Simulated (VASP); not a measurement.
# CdHg3S4 (P-4m2) in VASP: relaxation of cell and atoms with PBE

Aim: the relaxation of cell and atoms of CdHg3S4 with PBE.

All numbers are computed with VASP 6.6.1; they aren't measurements. Logs are shortened: lines on timing, memory, paths and dates and some standing lists are left out, and cuts for length are marked.

### Step 1. The cell of the first run

The structure is tetragonal, space group P-4m2 (No. 115). Conventional cell: a = 4.229 Å, b = 4.229 Å, c = 11.929 Å, α = 90.00°, β = 90.00°, γ = 90.00°. Within 3.4 Å of Cd (site symmetry -4m2) lie 4 S at 2.57 Å. Within 3.4 Å of Hg (site symmetry 2mm) lie 4 S at 2.59 Å. Hg (site symmetry -4m2) has 4 S at 2.59 Å within 3.4 Å. Within 3.4 Å of S (site symmetry 2mm) lie 2 Cd at 2.57 Å and 2 Hg at 2.59 Å. S (site symmetry 2mm) has 4 Hg at 2.59 Å within 3.4 Å.

### Step 2. Relaxation of cell and atoms, PBE

Contents of INCAR:

```
PREC = Accurate
ENCUT = 600
EDIFF = 1E-7
ISMEAR = -1
SIGMA = 0.15
LREAL = False
LASPH = True
NELM = 60
ALGO = Fast
ISIF = 3
LWAVE = False
LCHARG = False
GGA = PE
IBRION = 2
NSW = 80
EDIFFG = -0.001
```

Contents of KPOINTS:

```
Automatic mesh
0
Gamma
  10 10 4
```

Contents of POSCAR:

```
CdHg3S4
1.0
    4.2287234147      0.0000000000      0.0000000000
    0.0000000000      4.2287234147      0.0000000000
    0.0000000000      0.0000000000     11.9288522563
Cd Hg S
1 3 4
Direct
    0.5000000000      0.5000000000      0.0000000000
    0.0000000000      0.0000000000      0.7516908759
    0.0000000000      0.0000000000      0.2483091241
    0.5000000000      0.5000000000      0.5000000000
    0.5000000000      0.0000000000      0.1223281760
    0.0000000000      0.5000000000      0.3741702286
    0.5000000000      0.0000000000      0.6258297714
    0.0000000000      0.5000000000      0.8776718240
```

Potentials or basis: VASP PAW PBE potentials, release 64 (Cd, Hg, S).

On the command line:

```
$ cat potpaw_PBE.64/Cd/POTCAR potpaw_PBE.64/Hg/POTCAR potpaw_PBE.64/S/POTCAR > POTCAR
$ mpirun -np 1 vasp_std > vasp.out
```

OUTCAR:

```text
PREC = Accurate
   ENCUT = 600
   EDIFF = 1E-7
   ISMEAR = -1
   LREAL = False
   LASPH = True
   NELM = 60
   ISIF = 3
   GGA = PE
   IBRION = 2
   NSW = 80
   EDIFFG = -0.001

 ion  position               nearest neighbor table
   1  0.500  0.500  0.000-   5 2.57   8 2.57   5 2.57   8 2.57
   2  0.000  0.000  0.752-   7 2.59   7 2.59   8 2.59   8 2.59
   3  0.000  0.000  0.248-   6 2.59   6 2.59   5 2.59   5 2.59
   4  0.500  0.500  0.500-   6 2.59   7 2.59   7 2.59   6 2.59
   5  0.500  0.000  0.122-   1 2.57   1 2.57   3 2.59   3 2.59
   6  0.000  0.500  0.374-   4 2.59   4 2.59   3 2.59   3 2.59
   7  0.500  0.000  0.626-   4 2.59   4 2.59   2 2.59   2 2.59
   8  0.000  0.500  0.878-   1 2.57   1 2.57   2 2.59   2 2.59

  LATTYP: Found a simple tetragonal cell.
 ALAT       =     4.2287234147
 C/A-ratio  =     2.8209109668

  Lattice vectors:

 A1 = (   4.2287234147,   0.0000000000,   0.0000000000)
 A2 = (   0.0000000000,   4.2287234147,   0.0000000000)
 A3 = (   0.0000000000,   0.0000000000,  11.9288522563)

Analysis of symmetry for initial positions (statically):
=====================================================================
 Subroutine PRICEL returns:
 Original cell was already a primitive cell.

 Routine SETGRP: Setting up the symmetry group for a
 simple tetragonal supercell.

 Subroutine GETGRP returns: Found  8 space group operations
 (whereof  8 operations were pure point group operations)
 out of a pool of 16 trial point group operations.

The static configuration has the point symmetry D_2d.

Analysis of symmetry for dynamics (positions and initial velocities):
=====================================================================
 Subroutine PRICEL returns:
 Original cell was already a primitive cell.

 Routine SETGRP: Setting up the symmetry group for a
 simple tetragonal supercell.

 Subroutine GETGRP returns: Found  8 space group operations
 (whereof  8 operations were pure point group operations)
 out of a pool of 16 trial point group operations.

The dynamic configuration has the point symmetry D_2d.

 Subroutine INISYM returns: Found  8 space group operations
 (whereof  8 operations are pure point group operations),
 and found     1 'primitive' translations

----------------------------------------------------------------------------------------

                                     Primitive cell

  volume of cell :     213.3129

  direct lattice vectors                    reciprocal lattice vectors
     4.228723415  0.000000000  0.000000000     0.236477987  0.000000000  0.000000000
     0.000000000  4.228723415  0.000000000     0.000000000  0.236477987  0.000000000
     0.000000000  0.000000000 11.928852256     0.000000000  0.000000000  0.083830362

  length of vectors
     4.228723415  4.228723415 11.928852256     0.236477987  0.236477987  0.083830362

  position of ions in fractional coordinates (direct lattice)
     0.500000000  0.500000000  0.000000000
     0.000000000  0.000000000  0.751690876
     0.000000000  0.000000000  0.248309124
     0.500000000  0.500000000  0.500000000
     0.500000000  0.000000000  0.122328176
     0.000000000  0.500000000  0.374170229
     0.500000000  0.000000000  0.625829771
     0.000000000  0.500000000  0.877671824

  ion indices of the primitive-cell ions
   primitive index   ion index
                 1           1
                 2           2
                 3           3
                 4           4
                 5           5
                 6           6
                 7           7
                 8           8

----------------------------------------------------------------------------------------

 KPOINTS: Automatic mesh

Automatic generation of k-mesh.
 Grid dimensions read from file:
 generate k-points for:   10   10    4

 Generating k-lattice:

  Cartesian coordinates                     Fractional coordinates (reciprocal lattice)
     0.023647799  0.000000000  0.000000000     0.100000000  0.000000000  0.000000000
     0.000000000  0.023647799  0.000000000     0.000000000  0.100000000  0.000000000
     0.000000000  0.000000000  0.020957590     0.000000000  0.000000000  0.250000000

  Length of vectors
     0.023647799  0.023647799  0.020957590

  Shift w.r.t. Gamma in fractional coordinates (k-lattice)
     0.000000000  0.000000000  0.000000000

 Subroutine IBZKPT returns following result:
 ===========================================

 Found     63 irreducible k-points:

 Following reciprocal coordinates:
            Coordinates               Weight
  0.000000  0.000000  0.000000      1.000000
  0.100000  0.000000  0.000000      4.000000
  0.200000  0.000000  0.000000      4.000000
  0.300000  0.000000  0.000000      4.000000
  0.400000  0.000000  0.000000      4.000000
  0.500000  0.000000  0.000000      2.000000
[... 16 lines left out ...]
  0.100000  0.000000  0.250000      8.000000
  0.200000  0.000000  0.250000      8.000000
 [... further k-points ...]
   k-points           NKPTS =     63   k-points in BZ     NKDIM =     63   number of bands    NBANDS=     43
   number of dos      NEDOS =    301   number of ions     NIONS =      8
   total plane-waves  NPLWV = 124416
   dimension x,y,z NGX =    36 NGY =   36 NGZ =   96
   dimension x,y,z NGXF=    72 NGYF=   72 NGZF=  192
   ions per type =               1   3   4
   NGX,Y,Z   is equivalent  to a cutoff of  14.15, 14.15, 13.38 a.u.
   NGXF,Y,Z  is equivalent  to a cutoff of  28.31, 28.31, 26.76 a.u.
 SYSTEM =  unknown system
   PREC   = accura    normal or accurate (medium, high low for compatibility)
   ISTART =      0    job   : 0-new  1-cont  2-samecut
   ICHARG =      2    charge: 1-file 2-atom 10-const
   ISPIN  =      1    spin polarized calculation?
   LNONCOLLINEAR =      F non collinear calculations
   LSORBIT =      F    spin-orbit coupling
   LASPH  =      T    aspherical Exc in radial PAW
   ENCUT  =  600.0 eV  44.10 Ry    6.64 a.u.   8.45  8.45 23.82*2*pi/ulx,y,z
   NELM   =     60;   NELMIN=  2; NELMDL= -5     # of ELM steps
   EDIFF  = 0.1E-06   stopping-criterion for ELM
   LREAL  =      F    real-space projection
   EDIFFG = -.1E-02   stopping-criterion for IOM
   NSW    =     80    number of steps for IOM
   IBRION =      2    ionic relax: 0-MD 1-quasi-New 2-CG
   NFREE  =      1    steps in history (QN), initial steepest desc. (CG)
   ISIF   =      3    stress and relaxation
   ISYM   =      2    0-nonsym 1-usesym 2-fastsym
   POTIM  = 0.5000    time-step for ionic-motion
   TEBEG  =    0.0;   TEEND  =   0.0 temperature during run
   PSTRESS=    0.0 pullay stress
   NELECT =      72.0000    total number of electrons
   NUPDOWN=      -1.0000    fix difference up-down
   EMIN   =  10.00;   EMAX   =-10.00  energy-range for DOS
   EFERMI =   0.00;   METHOD = LEGACY
   ISMEAR =    -1;   SIGMA  =   0.15  broadening in eV -4-tet -1-fermi 0-gaus
   EFERMI_NEDOS =   21; number of points for ismear=-14 and -15
   IALGO  =     68    algorithm
   IMIX   =      4    mixing-type and parameters
     AMIX     =   0.40;   BMIX     =  1.00
     AMIX_MAG =   1.60;   BMIX_MAG =  1.00
  volume/ion in A,a.u.               =      26.66       179.94
  Fermi-wavevector in a.u.,A,eV,Ry     =   1.139847  2.153999 17.677388  1.299251
  Thomas-Fermi vector in A             =   2.276550
   LORBIT       =      0    0 simple, 1 ext, 2 COOP (PROOUT), +10 PAW based schemes
   GGA     = PE    functional components
   LHFCALC =     F    Hartree Fock is set to
   AEXX    =    0.0000 exact exchange contribution
   IVDW    =     0    specifies the selected vdW correction
   LEPSILON=     F    determine dielectric tensor
   LRPA    =     F    only Hartree local field effects (RPA)
 conjugate gradient relaxation of ions
 non-spin polarized calculation
 RMM-DIIS sequential band-by-band and
  energy-cutoff  :      600.00
  volume of cell :      213.31
 maximum number of plane-waves:      7163
 NGX is ok and might be reduce to    36
   NGX = 17   NGY = 17   NGZ = 47

--------------------------------------- Ionic step        1  -------------------------------------------

 number of electron      72.0000003 magnetization

 Free energy of the ion-electron system (eV)
  ---------------------------------------------------
  ext. energy  EPLUGINS =         0.00000000
  ---------------------------------------------------
  free energy    TOTEN  =       -19.80513199 eV

  energy without entropy =      -19.78778427  energy(sigma->0) =      -19.79645813

------------------------ aborting loop because EDIFF is reached ----------------------------------------

  FORCE on cell =-STRESS in cart. coord.  units (eV):
  Direction    XX          YY          ZZ          XY          YZ          ZX
  --------------------------------------------------------------------------------------
  -------------------------------------------------------------------------------------
  Total        0.3743772      0.3743772      0.3977812      0.0000000      0.0000000      0.0000000
  in kB        2.8119185      2.8119185      2.9877046      0.0000000      0.0000000      0.0000000
  external PRESSURE =       2.8705139 kB  Pullay stress =       0.0000000 kB
[... 279 lines left out ...]
  energy  without entropy=      -19.7884422321  energy(sigma->0) =      -19.79730886

--------------------------------------- Ionic step        8  -------------------------------------------

 number of electron      72.0000001 magnetization

 Free energy of the ion-electron system (eV)
  ---------------------------------------------------
  ext. energy  EPLUGINS =         0.00000000
  ---------------------------------------------------
  free energy    TOTEN  =       -19.80617660 eV

  energy without entropy =      -19.78844422  energy(sigma->0) =      -19.79731041

 E-fermi :   1.6950     XC(G=0):  -8.9274

 val. band max:        1.2780120612   @ k =   0.0000   0.0000   0.0000
 cond. band min:       1.8567836737   @ k =   0.0000   0.0000   0.2500
 fundamental gap:      0.5787716125
 Fermi energy:         1.6950048461

 k-point     1 :       0.0000    0.0000    0.0000
  band No.  band energies     occupation
      1     -11.3205      2.00000
      2     -11.0404      2.00000
      3     -10.9894      2.00000
      4     -10.7208      2.00000
      5      -6.4926      2.00000
      6      -6.4926      2.00000
[... 1093 lines left out ...]
     42       6.1936      0.00000
     43       6.7779      0.00000

 [... further k-points ...]
[... 5 lines left out ...]
  --------------------------------------------------------------------------------------
  -------------------------------------------------------------------------------------
  Total        0.0066394      0.0066394      0.0046246      0.0000000      0.0000000      0.0000000
  in kB        0.0495987      0.0495987      0.0345473      0.0000000      0.0000000      0.0000000
  external PRESSURE =       0.0445816 kB  Pullay stress =       0.0000000 kB
[... 23 lines left out ...]
  FREE ENERGIE OF THE ION-ELECTRON SYSTEM (eV)
  ---------------------------------------------------
  free  energy   TOTEN  =       -19.8061766021 eV

  energy  without entropy=      -19.7884442247  energy(sigma->0) =      -19.79731041

 reached required accuracy - stopping structural energy minimisation
```

Wall time 46 min (1 thread of Oxide Virtual Turin-like, shared host); peak memory 0.78 GiB.

Results:

```
Free energy                           : -19.8062 eV
Relaxed volume                        : 26.81 Å³/atom
Relaxed cell                          : a = 4.235 Å, b = 4.235 Å, c = 11.959 Å, α = 90.00°, β = 90.00°, γ = 90.00°
Space group after relaxing (to 0.1 Å) : P-4m2 (No. 115)
Energy gained by relaxing             : 0.1 meV/atom
Ionic steps                           : 8
Pressure after relaxing               : 0.0 GPa
Band gap on the k mesh                : zero (filled and empty bands touch)
```

The path:
```csv
step,energy change (eV),largest force (eV/Å),pressure (GPa),volume (Å³)
1,0.0000,0.0025,0.29,213.31
2,-0.0010,0.0009,-0.07,214.79
3,-0.0010,0.0013,0.00,214.49
4,-0.0010,0.0013,0.00,214.47
5,-0.0010,0.0008,0.01,214.47
6,-0.0010,0.0006,0.00,214.47
7,-0.0010,0.0021,0.00,214.47
8,-0.0010,0.0010,0.00,214.47
```

Final structure:
```
Cd Hg S
1.0
     4.23486    0.00000    0.00000
     0.00000    4.23486    0.00000
     0.00000    0.00000   11.95888
Cd Hg S
1 3 4
Direct
  0.50000 0.50000 0.00000
  0.00000 0.00000 0.75168
  0.00000 0.00000 0.24832
  0.50000 0.50000 0.50000
  0.50000 0.00000 0.12237
  0.00000 0.50000 0.37417
  0.50000 0.00000 0.62583
  0.00000 0.50000 0.87763
```

Levels at points of the mesh, in eV from the Fermi level:
```tsv
k point	band 34	band 35	band 36	band 37	band 38	band 39
(0.00, 0.00, 0.00)	-0.59	-0.43	-0.42	-0.42	2.01	2.25
(0.50, 0.00, 0.00)	-1.19	-1.16	-1.15	1.23	1.55	2.36
(0.50, 0.50, 0.00)	-2.37	-2.37	-2.34	2.67	2.96	3.16
(0.00, 0.00, 0.50)	-0.85	-0.65	-0.65	0.73	1.00	2.70
(0.50, 0.00, 0.50)	-1.19	-1.16	-1.15	1.79	1.80	1.83
(0.50, 0.50, 0.50)	-2.49	-2.38	-2.36	2.90	3.02	3.04
```

Caveat: semilocal functionals underestimate gaps, and a narrow one can read as zero; spin-orbit coupling is left out, which moves the levels of the heavy elements.

The gap in the log of VASP goes by the Fermi energy; the results here count the filled bands.